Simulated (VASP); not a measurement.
# BiRu (Pm-3m) in VASP: notebook

Runs on BiRu. Level: PBE. Tasks: single point.

Everything below comes from runs of VASP 6.6.1. Logs are shortened: lines on timing, memory, paths and dates and some standing lists are left out, and cuts for length are marked.

### 1 The cell of the first run

It takes space group Pm-3m (No. 221, cubic). Conventional cell: a = 3.403 Å, b = 3.403 Å, c = 3.403 Å, α = 90.00°, β = 90.00°, γ = 90.00°. Within 3.9 Å of Bi (site symmetry m-3m) lie 8 Ru at 2.95 Å and 6 Bi at 3.40 Å. Ru (site symmetry m-3m) has 8 Bi at 2.95 Å and 6 Ru at 3.40 Å within 3.9 Å.

### 2 Single point, PBE, collinear spin, ferromagnetic start

Input file INCAR:

```
PREC = Accurate
ENCUT = 520
EDIFF = 1E-6
ISMEAR = 0
SIGMA = 0.1
LREAL = False
LASPH = True
NELM = 150
ALGO = Fast
ISIF = 2
LWAVE = False
LCHARG = False
ISPIN = 2
MAGMOM = 0 1
LORBIT = 11
LMAXMIX = 4
GGA = PE
NBANDS = 26
```

Input file KPOINTS:

```
Automatic mesh
0
Gamma
  6 6 6
```

Input file POSCAR:

```
BiRu
1.0
    3.4029020051      0.0000000000      0.0000000000
    0.0000000000      3.4029020051      0.0000000000
    0.0000000000      0.0000000000      3.4029020051
Bi Ru
1 1
Direct
    0.0000000000      0.0000000000      0.0000000000
    0.5000000000      0.5000000000      0.5000000000
```

Potentials or basis: VASP PAW PBE potentials, release 64 (Bi_d, Ru_pv).

On the command line:

```sh
cat potpaw_PBE.64/Bi_d/POTCAR potpaw_PBE.64/Ru_pv/POTCAR > POTCAR
mpirun -np 1 vasp_std > vasp.out
```

OUTCAR:

```text
PREC = Accurate
   ENCUT = 520
   EDIFF = 1E-6
   ISMEAR = 0
   LREAL = False
   LASPH = True
   NELM = 150
   ISIF = 2
   ISPIN = 2
   LORBIT = 11
   GGA = PE

 ion  position               nearest neighbor table
   1  0.000  0.000  0.000-   2 2.95   2 2.95   2 2.95   2 2.95   2 2.95   2 2.95   2 2.95   2 2.95

   2  0.500  0.500  0.500-   1 2.95   1 2.95   1 2.95   1 2.95   1 2.95   1 2.95   1 2.95   1 2.95

  LATTYP: Found a simple cubic cell.
 ALAT       =     3.4029020051

  Lattice vectors:

 A1 = (   3.4029020051,   0.0000000000,   0.0000000000)
 A2 = (   0.0000000000,   3.4029020051,   0.0000000000)
 A3 = (   0.0000000000,   0.0000000000,   3.4029020051)

Analysis of symmetry for initial positions (statically):
=====================================================================
 Subroutine PRICEL returns:
 Original cell was already a primitive cell.

 Routine SETGRP: Setting up the symmetry group for a
 simple cubic supercell.

 Subroutine GETGRP returns: Found 48 space group operations
 (whereof 48 operations were pure point group operations)
 out of a pool of 48 trial point group operations.

The static configuration has the point symmetry O_h .

Analysis of symmetry for dynamics (positions and initial velocities):
=====================================================================
 Subroutine PRICEL returns:
 Original cell was already a primitive cell.

 Routine SETGRP: Setting up the symmetry group for a
 simple cubic supercell.

 Subroutine GETGRP returns: Found 48 space group operations
 (whereof 48 operations were pure point group operations)
 out of a pool of 48 trial point group operations.

The dynamic configuration has the point symmetry O_h .

Analysis of structural, dynamic, and magnetic symmetry:
=====================================================================
 Subroutine PRICEL returns:
 Original cell was already a primitive cell.

 Routine SETGRP: Setting up the symmetry group for a
 simple cubic supercell.

 Subroutine GETGRP returns: Found 48 space group operations
 (whereof 48 operations were pure point group operations)
 out of a pool of 48 trial point group operations.

The overall configuration has the point symmetry O_h .

 Subroutine INISYM returns: Found 48 space group operations
 (whereof 48 operations are pure point group operations),
 and found     1 'primitive' translations

----------------------------------------------------------------------------------------

                                     Primitive cell

  volume of cell :      39.4047

  direct lattice vectors                    reciprocal lattice vectors
     3.402902005  0.000000000  0.000000000     0.293866823  0.000000000  0.000000000
     0.000000000  3.402902005  0.000000000     0.000000000  0.293866823  0.000000000
     0.000000000  0.000000000  3.402902005     0.000000000  0.000000000  0.293866823

  length of vectors
     3.402902005  3.402902005  3.402902005     0.293866823  0.293866823  0.293866823

  position of ions in fractional coordinates (direct lattice)
     0.000000000  0.000000000  0.000000000
     0.500000000  0.500000000  0.500000000

  ion indices of the primitive-cell ions
   primitive index   ion index
                 1           1
                 2           2

----------------------------------------------------------------------------------------

 KPOINTS: Automatic mesh

Automatic generation of k-mesh.
 Grid dimensions read from file:
 generate k-points for:    6    6    6

 Generating k-lattice:

  Cartesian coordinates                     Fractional coordinates (reciprocal lattice)
     0.048977804  0.000000000  0.000000000     0.166666667  0.000000000  0.000000000
     0.000000000  0.048977804  0.000000000     0.000000000  0.166666667  0.000000000
     0.000000000  0.000000000  0.048977804     0.000000000  0.000000000  0.166666667

  Length of vectors
     0.048977804  0.048977804  0.048977804

  Shift w.r.t. Gamma in fractional coordinates (k-lattice)
     0.000000000  0.000000000  0.000000000

 Subroutine IBZKPT returns following result:
 ===========================================

 Found     20 irreducible k-points:

 Following reciprocal coordinates:
            Coordinates               Weight
  0.000000  0.000000  0.000000      1.000000
  0.166667  0.000000  0.000000      6.000000
  0.333333  0.000000  0.000000      6.000000
  0.500000  0.000000  0.000000      3.000000
  0.166667  0.166667  0.000000     12.000000
  0.333333  0.166667  0.000000     24.000000
[... 12 lines left out ...]
  0.500000  0.500000  0.333333      6.000000
  0.500000  0.500000  0.500000      1.000000
   k-points           NKPTS =     20   k-points in BZ     NKDIM =     20   number of bands    NBANDS=     26
   number of dos      NEDOS =    301   number of ions     NIONS =      2
   total plane-waves  NPLWV =  21952
   dimension x,y,z NGX =    28 NGY =   28 NGZ =   28
   dimension x,y,z NGXF=    56 NGYF=   56 NGZF=   56
   ions per type =               1   1
   NGX,Y,Z   is equivalent  to a cutoff of  13.68, 13.68, 13.68 a.u.
   NGXF,Y,Z  is equivalent  to a cutoff of  27.36, 27.36, 27.36 a.u.
 SYSTEM =  unknown system
   PREC   = accura    normal or accurate (medium, high low for compatibility)
   ISTART =      0    job   : 0-new  1-cont  2-samecut
   ICHARG =      2    charge: 1-file 2-atom 10-const
   ISPIN  =      2    spin polarized calculation?
   LNONCOLLINEAR =      F non collinear calculations
   LSORBIT =      F    spin-orbit coupling
   LASPH  =      T    aspherical Exc in radial PAW
   ENCUT  =  520.0 eV  38.22 Ry    6.18 a.u.   6.33  6.33  6.33*2*pi/ulx,y,z
   NELM   =    150;   NELMIN=  2; NELMDL= -5     # of ELM steps
   EDIFF  = 0.1E-05   stopping-criterion for ELM
   LREAL  =      F    real-space projection
   EDIFFG = 0.1E-04   stopping-criterion for IOM
   NSW    =      0    number of steps for IOM
   IBRION =     -1    ionic relax: 0-MD 1-quasi-New 2-CG
   NFREE  =      0    steps in history (QN), initial steepest desc. (CG)
   ISIF   =      2    stress and relaxation
   ISYM   =      2    0-nonsym 1-usesym 2-fastsym
   POTIM  = 0.5000    time-step for ionic-motion
   TEBEG  =    0.0;   TEEND  =   0.0 temperature during run
   PSTRESS=    0.0 pullay stress
   NELECT =      29.0000    total number of electrons
   NUPDOWN=      -1.0000    fix difference up-down
   EMIN   =  10.00;   EMAX   =-10.00  energy-range for DOS
   EFERMI =   0.00;   METHOD = LEGACY
   ISMEAR =     0;   SIGMA  =   0.10  broadening in eV -4-tet -1-fermi 0-gaus
   EFERMI_NEDOS =   21; number of points for ismear=-14 and -15
   IALGO  =     68    algorithm
   IMIX   =      4    mixing-type and parameters
     AMIX     =   0.40;   BMIX     =  1.00
     AMIX_MAG =   1.60;   BMIX_MAG =  1.00
  volume/ion in A,a.u.               =      19.70       132.96
  Fermi-wavevector in a.u.,A,eV,Ry     =   1.478058  2.793124 29.724030  2.184655
  Thomas-Fermi vector in A             =   2.592386
   LORBIT       =     11    0 simple, 1 ext, 2 COOP (PROOUT), +10 PAW based schemes
   GGA     = PE    functional components
   LHFCALC =     F    Hartree Fock is set to
   AEXX    =    0.0000 exact exchange contribution
   IVDW    =     0    specifies the selected vdW correction
   LEPSILON=     F    determine dielectric tensor
   LRPA    =     F    only Hartree local field effects (RPA)
 spin polarized calculation
 RMM-DIIS sequential band-by-band and
 Gauss-broadening in eV      SIGMA  =   0.10
  energy-cutoff  :      520.00
  volume of cell :       39.40
 maximum number of plane-waves:      1080
 NGX is ok and might be reduce to    28

 number of electron      28.9999999 magnetization       0.3876035

 Free energy of the ion-electron system (eV)
  ---------------------------------------------------
  ext. energy  EPLUGINS =         0.00000000
  ---------------------------------------------------
  free energy    TOTEN  =       -12.07769850 eV

  energy without entropy =      -12.06540971  energy(sigma->0) =      -12.07155411

 E-fermi :  10.9757     XC(G=0): -12.2717

 val. band max:       10.9452287171   @ k =   0.3333   0.3333   0.0000
 cond. band min:      10.9794248993   @ k =   0.5000   0.1667   0.0000
 fundamental gap:      0.0341961822
 Fermi energy:        10.9756552824

 spin component 1

 k-point     1 :       0.0000    0.0000    0.0000
  band No.  band energies     occupation
      1     -31.3402      1.00000
      2     -31.3402      1.00000
      3     -31.3402      1.00000
      4     -12.0160      1.00000
      5     -12.0160      1.00000
      6     -11.8064      1.00000
[... 18 lines left out ...]
     25      27.6326      0.00000
     26      27.6330      0.00000
[... 527 lines left out ...]
      3     -31.3800      1.00000
      4     -11.9181      1.00000
      5     -11.9181      1.00000
      6     -11.9181      1.00000
[... 18 lines left out ...]
     25      31.4472      0.00000
     26      32.3876      0.00000
 Fermi energy:        10.9756552824

 spin component 2

 k-point     1 :       0.0000    0.0000    0.0000
  band No.  band energies     occupation
      1     -31.0429      1.00000
      2     -31.0429      1.00000
      3     -31.0429      1.00000
      4     -12.0152      1.00000
      5     -12.0152      1.00000
      6     -11.8053      1.00000
[... 18 lines left out ...]
     25      27.6902      0.00000
     26      27.6909      0.00000
[... 528 lines left out ...]
      4     -11.9171      1.00000
      5     -11.9171      1.00000
      6     -11.9171      1.00000
[... 18 lines left out ...]
     25      31.3128      0.00000
     26      32.3618      0.00000

------------------------ aborting loop because EDIFF is reached ----------------------------------------

  FORCE on cell =-STRESS in cart. coord.  units (eV):
  Direction    XX          YY          ZZ          XY          YZ          ZX
  --------------------------------------------------------------------------------------
  -------------------------------------------------------------------------------------
  Total       -0.0116458     -0.0116458     -0.0116458      0.0000000      0.0000000     -0.0000000
  in kB       -0.4735114     -0.4735114     -0.4735114      0.0000000      0.0000000     -0.0000000
  external PRESSURE =      -0.4735114 kB  Pullay stress =       0.0000000 kB

 VOLUME and BASIS-vectors are now :
 -----------------------------------------------------------------------------
  energy-cutoff  :      520.00
  volume of cell :       39.40
      direct lattice vectors                 reciprocal lattice vectors
     3.402902005  0.000000000  0.000000000     0.293866823  0.000000000  0.000000000
     0.000000000  3.402902005  0.000000000     0.000000000  0.293866823  0.000000000
     0.000000000  0.000000000  3.402902005     0.000000000  0.000000000  0.293866823

 POSITION                                       TOTAL-FORCE (eV/Angst)
 -----------------------------------------------------------------------------------
      0.00000      0.00000      0.00000         0.000000      0.000000      0.000000
      1.70145      1.70145      1.70145         0.000000      0.000000      0.000000
 -----------------------------------------------------------------------------------
    total drift:                                0.000000      0.000000      0.000000

  FREE ENERGIE OF THE ION-ELECTRON SYSTEM (eV)
  ---------------------------------------------------
  free  energy   TOTEN  =       -12.0776985003 eV

  energy  without entropy=      -12.0654097105  energy(sigma->0) =      -12.07155411

 total charge

# of ion       s       p       d       tot
------------------------------------------
    1        1.499   1.378   9.990  12.867
    2        0.240   6.124   6.167  12.531
--------------------------------------------------
tot          1.739   7.502  16.157  25.398

 magnetization (x)

# of ion       s       p       d       tot
------------------------------------------
    1        0.007  -0.003  -0.003   0.000
    2        0.006  -0.001   0.383   0.388
--------------------------------------------------
tot          0.013  -0.004   0.379   0.388
```

Wall time 30 s (1 thread of AMD EPYC 7R13 (Zen 3), shared host); peak memory 0.16 GiB.

What came out:

```
Free energy                                           : -12.0777 eV
Pressure                                              : 0.0 GPa
Net moment                                            : 0.39 μB per cell
Site moments                                          : Bi +0.00; Ru +0.39 μB
Valence electrons inside the program's atomic spheres : Bi 12.87; Ru 12.53
```

Levels at points of the mesh, in eV from the Fermi level:
Spin up:
| k point | band 11 | band 12 | band 13 | band 14 | band 15 | band 16 | band 17 | band 18 |
| --- | --- | --- | --- | --- | --- | --- | --- | --- |
| (0.00, 0.00, 0.00) | -2.96 | -0.78 | -0.78 | -0.78 | 1.21 | 1.21 | 1.21 | 3.95 |
| (0.50, 0.00, 0.00) | -2.79 | -2.51 | -2.51 | -0.84 | 0.02 | 5.97 | 5.97 | 6.56 |
| (0.50, 0.50, 0.00) | -4.20 | -2.78 | -1.43 | -1.43 | -0.16 | -0.05 | 2.48 | 4.47 |
| (0.50, 0.50, 0.50) | -5.22 | -5.22 | -0.10 | -0.10 | 2.81 | 2.81 | 2.81 | 3.47 |
Spin down:
```tsv
k point	band 10	band 11	band 12	band 13	band 14	band 15	band 16	band 17	band 18	band 19
(0.00, 0.00, 0.00)	-2.64	-2.64	-0.60	-0.60	-0.60	1.21	1.21	1.21	4.04	9.33
(0.50, 0.00, 0.00)	-6.83	-2.45	-2.39	-2.39	-0.66	0.44	6.02	6.02	6.60	7.57
(0.50, 0.50, 0.00)	-4.20	-4.20	-2.51	-1.26	-1.26	0.11	0.30	2.71	4.46	9.08
(0.50, 0.50, 0.50)	-5.16	-5.16	-5.16	0.35	0.35	2.85	2.85	2.85	3.58	3.58
```

Caveat: spin-orbit coupling is left out, which moves the levels of the heavy elements.

### 3 Single point, PBE, collinear spin, ferromagnetic start

This run uses another cell than the first one: it holds 4 atoms, not 2.

Input file INCAR:

```
  PREC = Accurate
  ENCUT = 520
  EDIFF = 1E-6
  ISMEAR = 0
  SIGMA = 0.2
  LREAL = False
  LASPH = True
  NELM = 150
  ALGO = Normal
  ISIF = 2
  LWAVE = False
  LCHARG = False
  ISPIN = 2
  MAGMOM = 0 0 0.57 0.57
  LORBIT = 11
  LMAXMIX = 4
  GGA = PE
  NBANDS = 41
```

Input file KPOINTS:

```
Automatic mesh
0
Gamma
  6 6 4
```

Input file POSCAR:

```
BiRu
1.0
   -3.3946184302      0.0000000000      0.0000000000
    0.0000000000      0.0000000000     -3.3946184302
    0.0000000000     -6.7892368604      0.0000000000
Bi Ru
2 2
Direct
    0.0000000000      0.0000000000      0.5000000000
    0.0000000000      0.0000000000      0.0000000000
    0.5000000000      0.5000000000      0.7500000000
    0.5000000000      0.5000000000      0.2500000000
```

Potentials or basis: VASP PAW PBE potentials, release 64 (Bi_d, Ru_pv).

On the command line:

```sh
cat potpaw_PBE.64/Bi_d/POTCAR potpaw_PBE.64/Ru_pv/POTCAR > POTCAR
mpirun -np 1 vasp_std > vasp.out
```

Run time: 2 min. Hardware: 1 thread of AMD EPYC 7R13 (Zen 3), shared host; peak memory 0.27 GiB.

The run converged. Its results:

| Quantity | Value |
| --- | --- |
| Free energy | -24.1653 eV |
| Pressure | 0.3 GPa |
| Net moment | 0.91 μB per cell |
| Site moments | Bi +0.01; Ru +0.44 μB |
| Valence electrons inside the program's atomic spheres | Bi 12.87; Ru 12.54 |

Levels at points of the mesh, in eV from the Fermi level:
Spin up:
```tsv
k point	band 26	band 27	band 28	band 29	band 30	band 31	band 32	band 33	band 34	band 35
(0.00, 0.00, 0.00)	-0.83	-0.82	-0.82	0.00	1.16	1.16	1.16	3.98	5.98	5.98
(0.50, 0.00, 0.00)	-1.49	-1.48	-0.88	-0.18	-0.07	-0.01	2.47	4.45	5.97	5.97
(0.50, 0.50, 0.00)	-1.48	-0.19	-0.13	-0.12	-0.08	2.47	2.78	2.78	2.79	3.45
(0.00, 0.00, 0.50)	-1.96	-0.86	-0.86	-0.69	-0.69	3.30	3.30	3.30	3.30	6.07
(0.50, 0.00, 0.50)	-2.09	-1.20	-1.20	-0.06	-0.06	1.45	1.45	4.39	4.39	5.27
(0.50, 0.50, 0.50)	-1.76	-0.16	-0.16	-0.01	-0.01	-0.01	-0.01	2.50	2.50	3.72
```
Spin down:
```csv
k point,band 25,band 26,band 27,band 28,band 29,band 30,band 31,band 32
"(0.00, 0.00, 0.00)",-0.67,-0.61,-0.61,-0.61,0.45,1.17,1.17,1.17
"(0.50, 0.00, 0.00)",-2.43,-1.28,-1.28,-0.67,0.12,0.31,0.44,2.72
"(0.50, 0.50, 0.00)",-1.28,-1.28,0.12,0.30,0.36,0.37,2.72,2.82
"(0.00, 0.00, 0.50)",-1.80,-1.80,-0.64,-0.64,-0.38,-0.38,3.36,3.36
"(0.50, 0.00, 0.50)",-1.91,-1.91,-0.99,-0.99,0.39,0.39,1.58,1.58
"(0.50, 0.50, 0.50)",-1.43,-1.43,0.13,0.13,0.13,0.13,0.33,0.33
```

Caveat: spin-orbit coupling is left out, which moves the levels of the heavy elements.

### 4 Single point, PBE, collinear spin, ferromagnetic start

This run uses another cell than the first one, of 19.56 Å³/atom, 0.993 times its volume.

Input file INCAR:

```
  PREC = Accurate
  ENCUT = 520
  EDIFF = 1E-6
  ISMEAR = 0
  SIGMA = 0.1
  LREAL = F
  LASPH = T
  NELM = 150
  ALGO = Normal
  ISIF = 2
  LWAVE = F
  LCHARG = F
  ISPIN = 2
  MAGMOM = 0 0.43
  LORBIT = 11
  LMAXMIX = 4
  GGA = PE
  NBANDS = 26
```

Input file KPOINTS:

```
regular mesh
0
Gamma
  16 16 16
```

Input file POSCAR:

```
BiRu
1.0
    3.3946184302      0.0000000000      0.0000000000
    0.0000000000      3.3946184302      0.0000000000
    0.0000000000      0.0000000000      3.3946184302
Bi Ru
1 1
Direct
    0.0000000000      0.0000000000      0.0000000000
    0.5000000000      0.5000000000      0.5000000000
```

On the command line:

```sh
cat potpaw_PBE.64/Bi_d/POTCAR potpaw_PBE.64/Ru_pv/POTCAR > POTCAR
mpirun -np 1 vasp_std > vasp.out
```

Run time: 2.9 min. Hardware: 1 thread of AMD EPYC 7R13 (Zen 3), shared host; peak memory 0.33 GiB.

Results (log left out):

| Item | Value |
| --- | --- |
| Free energy | -12.0597 eV |
| Pressure | 0.1 GPa |
| Net moment | 0.53 μB per cell |
| Site moments | Bi +0.01; Ru +0.52 μB |
| Valence electrons inside the program's atomic spheres | Bi 12.86; Ru 12.54 |

Levels at points of the mesh, in eV from the Fermi level:
Spin up:
```csv
k point,band 13,band 14,band 15,band 16,band 17,band 18
"(0.00, 0.00, 0.00)",-0.82,-0.82,1.17,1.17,1.17,3.98
"(0.50, 0.00, 0.00)",-2.57,-0.88,-0.01,5.98,5.98,6.58
"(0.50, 0.50, 0.00)",-1.47,-1.47,-0.19,-0.07,2.48,4.45
"(0.50, 0.50, 0.50)",-0.14,-0.14,2.79,2.79,2.79,3.46
```
Spin down:
```
           k point  band 10  band 11  band 12  band 13  band 14  band 15  band 16  band 17  band 18  band 19
(0.00, 0.00, 0.00)    -2.61    -2.61    -0.56    -0.56    -0.56     1.18     1.18     1.18     4.11     9.37
(0.50, 0.00, 0.00)    -6.90    -2.42    -2.39    -2.39    -0.62     0.51     6.06     6.06     6.64     7.54
(0.50, 0.50, 0.00)    -4.27    -4.27    -2.49    -1.24    -1.24     0.16     0.38     2.77     4.45     9.08
(0.50, 0.50, 0.50)    -5.21    -5.21    -5.21     0.44     0.44     2.85     2.85     2.85     3.63     3.63
```

Caveat: spin-orbit coupling is left out, which moves the levels of the heavy elements.

### 5 The runs side by side

| cell | k mesh | smearing | gap on the mesh (eV) | pressure (GPa) | moment (μB) |
| --- | --- | --- | --- | --- | --- |
| a = 3.403 Å, 2 atoms | 6 × 6 × 6 | gaussian 0.1 eV | none | 0.0 | 0.39 |
| a = 3.395, b = 3.395, c = 6.789 Å, 4 atoms | 6 × 6 × 4 | gaussian 0.2 eV | none | 0.3 | 0.91 |
| a = 3.395 Å, 2 atoms | 16 × 16 × 16 | gaussian 0.1 eV | none | 0.1 | 0.53 |

Alike in all rows: task single point; level PBE; potentials or basis VASP PAW PBE potentials, release 64 (Bi_d, Ru_pv); spin collinear, ferromagnetic start; cutoff (eV) 520.

Caveats: spin-orbit coupling is left out, which moves the levels of the heavy elements.

Total energies depend on the potentials used, so only differences within one code and one set of settings carry meaning.
